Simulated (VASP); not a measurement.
# TiTe2 (Cm) in VASP: single point with PBE

Aim: the single point of TiTe2 with PBE.

All numbers are computed with VASP 6.6.1; they aren't measurements. Logs are shortened: lines on timing, memory, paths and dates and some standing lists are left out, and cuts for length are marked.

## (1) The cell of the first run

Symmetry: Cm, No. 8, monoclinic system. The conventional cell has a = 6.542 Å, b = 3.777 Å, c = 6.498 Å, α = 90.00°, β = 90.00°, γ = 90.00°. Ti (site symmetry m) has 6 Te at 2.48 to 2.85 Å within 3.3 Å. Te (site symmetry m) has 3 Ti at 2.48 to 2.85 Å within 3.3 Å. Te (site symmetry m) has 3 Ti at 2.77 Å and 10 Te at 3.64 to 3.90 Å within 3.9 Å.

## (2) Single point, PBE (atom 2 (Te) moved by (-0.300, -0.300) A along y and z)

INCAR reads:

```
SYSTEM = TiTe2
PREC     = Accurate       ! precision mode
ENCUT    = 520            ! plane-wave cutoff, eV
EDIFF    = 1E-6           ! SCF threshold, eV
ISMEAR   = 0              ! smearing method
SIGMA    = 0.15           ! smearing width, eV
LREAL    = .False.        ! projectors in reciprocal space
LASPH    = .True.         ! aspherical terms in the spheres
NELM     = 100            ! most SCF steps
ALGO     = Normal         ! electronic algorithm
ISIF     = 2              ! what is computed and relaxed
LWAVE    = .False.        ! write WAVECAR
LCHARG   = .False.        ! write CHGCAR
GGA      = PE             ! functional
NBANDS   = 19             ! bands
```

KPOINTS reads:

```
regular mesh
0
Gamma
  12 12 8
  0 0 0
```

POSCAR reads:

```
TiTe2
1.0
    3.7770008876      0.0000000000      0.0000000000
   -1.8885004438      3.2709787188      0.0000000000
    0.0000000000      0.0000000000      6.4980000000
Ti Te
1 2
Direct
    0.0000000000      0.0000000000      0.0000000000
    0.6208088324      0.2416176648      0.2166319483
    0.3333333333      0.6666666667      0.7372000000
```

Potentials or basis: VASP PAW PBE potentials, release 64 (Ti_sv, Te).

Command:

```console
$ cat potpaw_PBE.64/Ti_sv/POTCAR potpaw_PBE.64/Te/POTCAR > POTCAR
$ mpirun -np 1 vasp_std > vasp.out
```

OUTCAR:

```text
SYSTEM = TiTe2
   PREC = Accurate
   ENCUT = 520
   EDIFF = 1E-6
   ISMEAR = 0
   LREAL = .False.
   LASPH = .True.
   NELM = 100
   ISIF = 2
   GGA = PE

 ion  position               nearest neighbor table
   1  0.000  0.000  0.000-   2 2.48   2 2.48   3 2.77   3 2.77   3 2.77   2 2.85
   2  0.621  0.242  0.217-   1 2.48   1 2.48   1 2.85   3 3.64
   3  0.333  0.667  0.737-   1 2.77   1 2.77   1 2.77   2 3.64

  LATTYP: Found a hexagonal cell.
 ALAT       =     3.7770008876
 C/A-ratio  =     1.7204126219

  Lattice vectors:

 A1 = (   3.7770008876,   0.0000000000,   0.0000000000)
 A2 = (  -1.8885004438,   3.2709787188,   0.0000000000)
 A3 = (   0.0000000000,   0.0000000000,   6.4980000000)

Analysis of symmetry for initial positions (statically):
=====================================================================
 Subroutine PRICEL returns:
 Original cell was already a primitive cell.

 Routine SETGRP: Setting up the symmetry group for a
 hexagonal supercell.

 Subroutine GETGRP returns: Found  2 space group operations
 (whereof  2 operations were pure point group operations)
 out of a pool of 24 trial point group operations.

The static configuration has the point symmetry C_1h.

Analysis of symmetry for dynamics (positions and initial velocities):
=====================================================================
 Subroutine PRICEL returns:
 Original cell was already a primitive cell.

 Routine SETGRP: Setting up the symmetry group for a
 hexagonal supercell.

 Subroutine GETGRP returns: Found  2 space group operations
 (whereof  2 operations were pure point group operations)
 out of a pool of 24 trial point group operations.

The dynamic configuration has the point symmetry C_1h.

 Subroutine INISYM returns: Found  2 space group operations
 (whereof  2 operations are pure point group operations),
 and found     1 'primitive' translations

----------------------------------------------------------------------------------------

                                     Primitive cell

  volume of cell :      80.2795

  direct lattice vectors                    reciprocal lattice vectors
     3.777000888  0.000000000  0.000000000     0.264760330  0.152859448  0.000000000
    -1.888500444  3.270978719  0.000000000     0.000000000  0.305718895  0.000000000
     0.000000000  0.000000000  6.498000000     0.000000000  0.000000000  0.153893506

  length of vectors
     3.777000888  3.777000888  6.498000000     0.305718895  0.305718895  0.153893506

  position of ions in fractional coordinates (direct lattice)
     0.000000000  0.000000000  0.000000000
[... 82 lines left out ...]
   EDIFFG = 0.1E-04   stopping-criterion for IOM
   NSW    =      0    number of steps for IOM
   IBRION =     -1    ionic relax: 0-MD 1-quasi-New 2-CG
   NFREE  =      0    steps in history (QN), initial steepest desc. (CG)
   ISIF   =      2    stress and relaxation
   ISYM   =      2    0-nonsym 1-usesym 2-fastsym
   POTIM  = 0.5000    time-step for ionic-motion
   TEBEG  =    0.0;   TEEND  =   0.0 temperature during run
   PSTRESS=    0.0 pullay stress
   NELECT =      24.0000    total number of electrons
   NUPDOWN=      -1.0000    fix difference up-down
   EMIN   =  10.00;   EMAX   =-10.00  energy-range for DOS
   EFERMI =   0.00;   METHOD = LEGACY
   ISMEAR =     0;   SIGMA  =   0.15  broadening in eV -4-tet -1-fermi 0-gaus
   EFERMI_NEDOS =   21; number of points for ismear=-14 and -15
   IALGO  =     38    algorithm
   IMIX   =      4    mixing-type and parameters
     AMIX     =   0.40;   BMIX     =  1.00
     AMIX_MAG =   1.60;   BMIX_MAG =  1.00
  volume/ion in A,a.u.               =      26.76       180.58
  Fermi-wavevector in a.u.,A,eV,Ry     =   1.094655  2.068597 16.303433  1.198269
  Thomas-Fermi vector in A             =   2.230963
   LORBIT       =      0    0 simple, 1 ext, 2 COOP (PROOUT), +10 PAW based schemes
   GGA     = PE    functional components
   LHFCALC =     F    Hartree Fock is set to
   AEXX    =    0.0000 exact exchange contribution
   IVDW    =     0    specifies the selected vdW correction
   LEPSILON=     F    determine dielectric tensor
   LRPA    =     F    only Hartree local field effects (RPA)
 non-spin polarized calculation
 Gauss-broadening in eV      SIGMA  =   0.15
  energy-cutoff  :      520.00
  volume of cell :       80.28
 maximum number of plane-waves:      2181
   NGX = 13   NGY = 13   NGZ = 25

 number of electron      23.9999998 magnetization

 Free energy of the ion-electron system (eV)
  ---------------------------------------------------
  ext. energy  EPLUGINS =         0.00000000
  ---------------------------------------------------
  free energy    TOTEN  =       -15.58887305 eV

  energy without entropy =      -15.57587805  energy(sigma->0) =      -15.58237555

 E-fermi :   6.8740     XC(G=0):  -9.7414

 val. band max:        6.8625062750   @ k =   0.4167   0.0000   0.2500
 cond. band min:       6.8800638555   @ k =  -0.4167  -0.0000   0.3750
 fundamental gap:      0.0175575805
 Fermi energy:         6.8739749213

 k-point     1 :       0.0000    0.0000    0.0000
  band No.  band energies     occupation
      1     -50.5251      2.00000
      2     -26.8347      2.00000
      3     -26.8268      2.00000
      4     -26.7717      2.00000
      5      -5.8552      2.00000
      6      -4.1472      2.00000
[... 505 lines left out ...]
      6      -3.6755      2.00000
[... 11 lines left out ...]
     18      12.2664      0.00000
     19      12.8683      0.00000

 [... further k-points ...]

------------------------ aborting loop because EDIFF is reached ----------------------------------------

  FORCE on cell =-STRESS in cart. coord.  units (eV):
  Direction    XX          YY          ZZ          XY          YZ          ZX
  --------------------------------------------------------------------------------------
  -------------------------------------------------------------------------------------
  Total        6.2157895      1.5090446      5.4595549      0.0000000      2.7155543      0.0000000
  in kB      124.0515998     30.1167534    108.9590501      0.0000000     54.1956658      0.0000000
  external PRESSURE =      87.7091344 kB  Pullay stress =       0.0000000 kB

 VOLUME and BASIS-vectors are now :
 -----------------------------------------------------------------------------
  energy-cutoff  :      520.00
  volume of cell :       80.28
      direct lattice vectors                 reciprocal lattice vectors
     3.777000888  0.000000000  0.000000000     0.264760330  0.152859448  0.000000000
    -1.888500444  3.270978719  0.000000000     0.000000000  0.305718895  0.000000000
     0.000000000  0.000000000  6.498000000     0.000000000  0.000000000  0.153893506

 POSITION                                       TOTAL-FORCE (eV/Angst)
 -----------------------------------------------------------------------------------
      0.00000      0.00000      0.00000        -0.000000     -1.121031     -2.315581
      1.88850      0.79033      1.40767         0.000000      1.542219      3.006562
     -0.00000      2.18065      4.79033         0.000000     -0.421188     -0.690981
 -----------------------------------------------------------------------------------
    total drift:                               -0.000000      0.000260      0.000059

  FREE ENERGIE OF THE ION-ELECTRON SYSTEM (eV)
  ---------------------------------------------------
  free  energy   TOTEN  =       -15.5888730482 eV

  energy  without entropy=      -15.5758780536  energy(sigma->0) =      -15.58237555
```

OSZICAR:

```text
N       E                     dE             d eps       ncg     rms          rms(c)
DAV:   1     0.183660142767E+03    0.18366E+03   -0.10786E+04 12160   0.118E+03
DAV:   2    -0.535887338337E+00   -0.18420E+03   -0.17929E+03 12666   0.299E+02
DAV:   3    -0.168457242989E+02   -0.16310E+02   -0.15955E+02 18756   0.843E+01
DAV:   4    -0.174353506956E+02   -0.58963E+00   -0.58667E+00 15865   0.150E+01
DAV:   5    -0.174567343849E+02   -0.21384E-01   -0.21377E-01 17299   0.275E+00    0.126E+01
DAV:   6    -0.172917698797E+02    0.16496E+00   -0.30431E+01 13445   0.362E+01    0.123E+01
DAV:   7    -0.157643583960E+02    0.15274E+01   -0.21873E+01 15120   0.285E+01    0.536E+00
DAV:   8    -0.155857787500E+02    0.17858E+00   -0.13487E+00 14467   0.827E+00    0.143E+00
DAV:   9    -0.155957161800E+02   -0.99374E-02   -0.78538E-02 16555   0.180E+00    0.102E+00
DAV:  10    -0.155888594553E+02    0.68567E-02   -0.75761E-02 14424   0.190E+00    0.474E-01
DAV:  11    -0.155892376959E+02   -0.37824E-03   -0.83183E-03 14433   0.690E-01    0.304E-01
DAV:  12    -0.155888930014E+02    0.34469E-03   -0.31714E-03 14380   0.393E-01    0.123E-01
DAV:  13    -0.155888734682E+02    0.19533E-04   -0.17505E-04 14005   0.113E-01    0.311E-02
DAV:  14    -0.155888738191E+02   -0.35086E-06   -0.14762E-05 15091   0.248E-02    0.163E-02
DAV:  15    -0.155888730482E+02    0.77092E-06   -0.55719E-06 12852   0.186E-02
   1 F= -.15588873E+02 E0= -.15582376E+02  d E =-.129950E-01
```

stdout:

```text
POSCAR found type information on POSCAR TiTe
 POSCAR found :  2 types and       3 ions
 scaLAPACK will be used
 LDA part: xc-table for (Slater+PW92), standard interpolation
 POSCAR, INCAR and KPOINTS ok, starting setup
 FFT: planning ... GRIDC
 FFT: planning ... GRID_SOFT
 FFT: planning ... GRID
 WAVECAR not read
 entering main loop
```

Run time: 7.4 min. Hardware: 1 thread of Intel Xeon Platinum 8259CL at 2.50GHz (Skylake/Cascade Lake), shared host; peak memory 0.55 GiB.

What came out:

* Free energy: -15.5889 eV
* Pressure: 8.8 GPa
* Largest force: 3.379 eV/Å
* Band gap on the k mesh: zero (bands 12 and 13 overlap by 0.30 eV)

Forces on the atoms (eV/Å):
```
Ti   0.000 -1.121 -2.316
Te   0.000  1.542  3.007
Te   0.000 -0.421 -0.691
```

Levels at points of the mesh, in eV from the Fermi level:
| k point | band 8 | band 9 | band 10 | band 11 | band 12 | band 13 | band 14 | band 15 | band 16 | band 17 |
| --- | --- | --- | --- | --- | --- | --- | --- | --- | --- | --- |
| (0.00, 0.00, 0.00) | -2.43 | -2.21 | -0.06 | -0.03 | 0.10 | 0.93 | 0.97 | 1.32 | 3.09 | 3.82 |
| (0.50, 0.00, 0.00) | -3.81 | -2.82 | -2.52 | -1.97 | -1.27 | 0.12 | 0.86 | 1.25 | 2.64 | 3.35 |
| (0.00, 0.50, 0.00) | -4.10 | -3.06 | -2.60 | -2.19 | -1.19 | 0.28 | 0.99 | 1.38 | 2.56 | 3.81 |
| (0.00, 0.00, 0.50) | -2.44 | -2.42 | -1.94 | -0.06 | 0.04 | 0.86 | 1.02 | 1.28 | 3.31 | 4.01 |
| (0.50, 0.00, 0.50) | -4.43 | -2.62 | -2.13 | -1.38 | -1.10 | -0.11 | 0.86 | 1.23 | 2.81 | 3.47 |
| (0.00, 0.50, 0.50) | -4.71 | -2.69 | -2.49 | -1.17 | -0.95 | 0.27 | 0.99 | 1.36 | 3.24 | 3.53 |

Caveat: the cell differs from its parent crystal (atom 2 (Te) moved by (-0.300, -0.300) A along y and z); the cell stands under pressure; spin-orbit coupling is left out, which moves the levels of the heavy elements; this functional lacks dispersion, which binds the layers, so the pressure and a relaxed spacing across them are unreliable; forces of over 1 eV/Å act on the atoms, so gaps and moduli don't describe the material at rest.
